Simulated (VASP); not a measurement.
# Bi in VASP: single point with r2SCAN

Aim: the single point of Bi with r2SCAN.

Everything below comes from runs of VASP 6.6.1. Logs are shortened: lines on timing, memory, paths and dates and some standing lists are left out, and cuts for length are marked.

**1. The cell of the first run**

The typed cell holds 2 atoms: a = 3.917 Å, b = 3.917 Å, c = 6.218 Å, α = 90.00°, β = 90.00°, γ = 120.00°.

**2. Single point, r2SCAN**

POSCAR reads:

```
Bi
1.0
    3.9169190000      0.0000000000      0.0000000000
   -1.9584600000      3.3921540000      0.0000000000
    0.0000000000      0.0000000000      6.2176060000
Bi
2
Direct
    0.3333000000      0.6667000000      0.2500000000
    0.6666000000      0.3333000000      0.7500000000
```

INCAR.step1 reads:

```
SYSTEM = Bi
PREC = Accurate
ENCUT = 520
ISMEAR = 1
SIGMA = 0.1301
LREAL = .False.
LASPH = .True.
NELM = 60
NBANDS = 22
GGA = PE
ALGO = Normal
EDIFF = 1E-4
LWAVE = .True.
LCHARG = .False.
```

INCAR.step2 reads:

```
SYSTEM = Bi
PREC = Accurate
ENCUT = 520
EDIFF = 1E-7
ISMEAR = 1
SIGMA = 0.1301
LREAL = .False.
LASPH = .True.
NELM = 60
ALGO = Normal
ISIF = 2
LWAVE = .False.
LCHARG = .False.
METAGGA = R2SCAN
LMIXTAU = .True.
NBANDS = 22
ISTART = 1
```

KPOINTS reads:

```
Automatic mesh
0
Gamma
  10 10 6
  0 0 0
```

Potentials or basis: VASP PAW PBE potentials, release 64 (Bi_d).

The run is started by

```sh
$ cat potpaw_PBE.64/Bi_d/POTCAR > POTCAR
$ cp INCAR.step1 INCAR
$ mpirun -np 1 vasp_std > vasp.out
$ cp INCAR.step2 INCAR
$ mpirun -np 1 vasp_std > vasp.out
```

OUTCAR:

```text
SYSTEM = Bi
   PREC = Accurate
   ENCUT = 520
   EDIFF = 1E-7
   ISMEAR = 1
   LREAL = .False.
   LASPH = .True.
   NELM = 60
   ISIF = 2
   METAGGA = R2SCAN
   ISTART = 1

 ion  position               nearest neighbor table
   1  0.333  0.667  0.250-   2 3.84   2 3.84   2 3.84   2 3.84   2 3.84   2 3.84
   2  0.667  0.333  0.750-   1 3.84   1 3.84   1 3.84   1 3.84   1 3.84   1 3.84

  LATTYP: Found a hexagonal cell.
 ALAT       =     3.9169190000
 C/A-ratio  =     1.5873716051

  Lattice vectors:

 A1 = (   3.9169190000,   0.0000000000,   0.0000000000)
 A2 = (  -1.9584600000,   3.3921540000,   0.0000000000)
 A3 = (   0.0000000000,   0.0000000000,   6.2176060000)

Analysis of symmetry for initial positions (statically):
=====================================================================
 Subroutine PRICEL returns:
 Original cell was already a primitive cell.

 Routine SETGRP: Setting up the symmetry group for a
 hexagonal supercell.

 Subroutine GETGRP returns: Found  8 space group operations
 (whereof  2 operations were pure point group operations)
 out of a pool of 24 trial point group operations.

The static configuration has the point symmetry C_2 .
 The point group associated with its full space group is D_2h.

Analysis of symmetry for dynamics (positions and initial velocities):
=====================================================================
 Subroutine PRICEL returns:
 Original cell was already a primitive cell.

 Routine SETGRP: Setting up the symmetry group for a
 hexagonal supercell.

 Subroutine GETGRP returns: Found  8 space group operations
 (whereof  2 operations were pure point group operations)
 out of a pool of 24 trial point group operations.

The dynamic configuration has the point symmetry C_2 .
 The point group associated with its full space group is D_2h.

 Subroutine INISYM returns: Found  8 space group operations
 (whereof  2 operations are pure point group operations),
 and found     1 'primitive' translations

----------------------------------------------------------------------------------------

                                     Primitive cell

  volume of cell :      82.6120

  direct lattice vectors                    reciprocal lattice vectors
     3.916919000  0.000000000  0.000000000     0.255302701  0.147399006  0.000000000
[... 75 lines left out ...]
   NGXF,Y,Z  is equivalent  to a cutoff of  25.47, 25.47, 25.67 a.u.
 SYSTEM =  Bi
   PREC   = accura    normal or accurate (medium, high low for compatibility)
   ISTART =      1    job   : 0-new  1-cont  2-samecut
   ICHARG =      0    charge: 1-file 2-atom 10-const
   ISPIN  =      1    spin polarized calculation?
   LNONCOLLINEAR =      F non collinear calculations
   LSORBIT =      F    spin-orbit coupling
   LASPH  =      T    aspherical Exc in radial PAW
   ENCUT  =  520.0 eV  38.22 Ry    6.18 a.u.   7.28  7.28 11.56*2*pi/ulx,y,z
   NELM   =     60;   NELMIN=  2; NELMDL=  0     # of ELM steps
   EDIFF  = 0.1E-06   stopping-criterion for ELM
   LREAL  =      F    real-space projection
   EDIFFG = 0.1E-05   stopping-criterion for IOM
   NSW    =      0    number of steps for IOM
   IBRION =     -1    ionic relax: 0-MD 1-quasi-New 2-CG
   NFREE  =      0    steps in history (QN), initial steepest desc. (CG)
   ISIF   =      2    stress and relaxation
   ISYM   =      2    0-nonsym 1-usesym 2-fastsym
   POTIM  = 0.5000    time-step for ionic-motion
   TEBEG  =    0.0;   TEEND  =   0.0 temperature during run
   PSTRESS=    0.0 pullay stress
   NELECT =      30.0000    total number of electrons
   NUPDOWN=      -1.0000    fix difference up-down
   EMIN   =  10.00;   EMAX   =-10.00  energy-range for DOS
   EFERMI =   0.00;   METHOD = LEGACY
   ISMEAR =     1;   SIGMA  =   0.13  broadening in eV -4-tet -1-fermi 0-gaus
   EFERMI_NEDOS =   21; number of points for ismear=-14 and -15
   IALGO  =     38    algorithm
   IMIX   =      4    mixing-type and parameters
     AMIX     =   0.40;   BMIX     =  1.00
     AMIX_MAG =   1.60;   BMIX_MAG =  1.00
  volume/ion in A,a.u.               =      41.31       278.75
  Fermi-wavevector in a.u.,A,eV,Ry     =   1.167977  2.207156 18.560650  1.364169
  Thomas-Fermi vector in A             =   2.304469
   LORBIT       =      0    0 simple, 1 ext, 2 COOP (PROOUT), +10 PAW based schemes
   METAGGA = R2SCAN    functional components
   LHFCALC =     F    Hartree Fock is set to
   AEXX    =    0.0000 exact exchange contribution
   IVDW    =     0    specifies the selected vdW correction
   LEPSILON=     F    determine dielectric tensor
   LRPA    =     F    only Hartree local field effects (RPA)
 non-spin polarized calculation
 Methfessel and Paxton  Order N= 1 SIGMA  =   0.13
  energy-cutoff  :      520.00
  volume of cell :       82.61
 maximum number of plane-waves:      2249
 NGX is ok and might be reduce to    30
   NGX = 15   NGY = 15   NGZ = 23

 number of electron      30.0000005 magnetization

 Free energy of the ion-electron system (eV)
  ---------------------------------------------------
  ext. energy  EPLUGINS =         0.00000000
  ---------------------------------------------------
  free energy    TOTEN  =      -115.81470413 eV

  energy without entropy =     -115.81620943  energy(sigma->0) =     -115.81520589

 E-fermi :   4.7732     XC(G=0):  -9.6426

 val. band max:        4.7587365719   @ k =   0.3000   0.3000   0.1667
 cond. band min:       4.8447900062   @ k =   0.1000   0.1000   0.0000
 fundamental gap:      0.0860534342
 Fermi energy:         4.7732327067

 k-point     1 :       0.0000    0.0000    0.0000
  band No.  band energies     occupation
      1     -18.9059      2.00000
      2     -18.9048      2.00000
      3     -18.9048      2.00000
      4     -18.9018      2.00000
      5     -18.9018      2.00000
      6     -18.9004      2.00000
[... 589 lines left out ...]
     21      13.2868      0.00000
     22      14.4787      0.00000

 [... further k-points ...]
[... 5 lines left out ...]
  --------------------------------------------------------------------------------------
  -------------------------------------------------------------------------------------
  Total       -4.4962338     -4.4965878     -3.8294862      0.0000007      0.0000000      0.0000000
  in kB      -87.1999260    -87.2067914    -74.2690275      0.0000129      0.0000000      0.0000000
  external PRESSURE =     -82.8919150 kB  Pullay stress =       0.0000000 kB

 VOLUME and BASIS-vectors are now :
 -----------------------------------------------------------------------------
  energy-cutoff  :      520.00
  volume of cell :       82.61
      direct lattice vectors                 reciprocal lattice vectors
     3.916919000  0.000000000  0.000000000     0.255302701  0.147399006  0.000000000
    -1.958460000  3.392154000  0.000000000     0.000000000  0.294797937  0.000000000
     0.000000000  0.000000000  6.217606000     0.000000000  0.000000000  0.160833607

 POSITION                                       TOTAL-FORCE (eV/Angst)
 -----------------------------------------------------------------------------------
     -0.00020      2.26155      1.55440        -0.000000      0.000083      0.000000
      1.95826      1.13060      4.66320         0.000000     -0.000083     -0.000000
 -----------------------------------------------------------------------------------
    total drift:                               -0.000000      0.000000      0.000000

  FREE ENERGIE OF THE ION-ELECTRON SYSTEM (eV)
  ---------------------------------------------------
  free  energy   TOTEN  =      -115.8147041264 eV

  energy  without entropy=     -115.8162094305  energy(sigma->0) =     -115.81520589
```

Run time: 9.4 min. Hardware: 1 thread of AMD EPYC 7R13, shared host; peak memory 0.32 GiB.

What came out:

- Free energy: -115.8147 eV
- Pressure: -8.3 GPa
- Band gap on the k mesh: zero (band 15 reaches 7.45 eV, above the bottom of band 16 at 3.02 eV)

Stress tensor (GPa, compression positive):
```
-8.72  0.00  0.00
 0.00 -8.72  0.00
 0.00  0.00 -7.43
```

Levels at points of the mesh, in eV from the Fermi level:
| k point | band 13 | band 14 | band 15 | band 16 | band 17 | band 18 |
| --- | --- | --- | --- | --- | --- | --- |
| (0.00, 0.00, 0.00) | -3.94 | 2.13 | 2.13 | 3.29 | 3.29 | 3.71 |
| (0.50, 0.00, 0.00) | -3.39 | -2.20 | -1.46 | 0.14 | 0.42 | 2.38 |
| (0.00, 0.50, 0.00) | -3.39 | -2.20 | -1.46 | 0.14 | 0.41 | 2.38 |
| (0.00, 0.00, 0.50) | -0.91 | -0.91 | 2.68 | 2.68 | 2.68 | 2.68 |
| (0.50, 0.00, 0.50) | -3.64 | -3.64 | 1.05 | 1.05 | 1.14 | 1.14 |
| (0.00, 0.50, 0.50) | -3.64 | -3.64 | 1.05 | 1.05 | 1.14 | 1.14 |

Caveat: the PAW data sets were made with another functional, which shifts forces and pressure a little; spin-orbit coupling is left out, which moves the levels of the heavy elements.
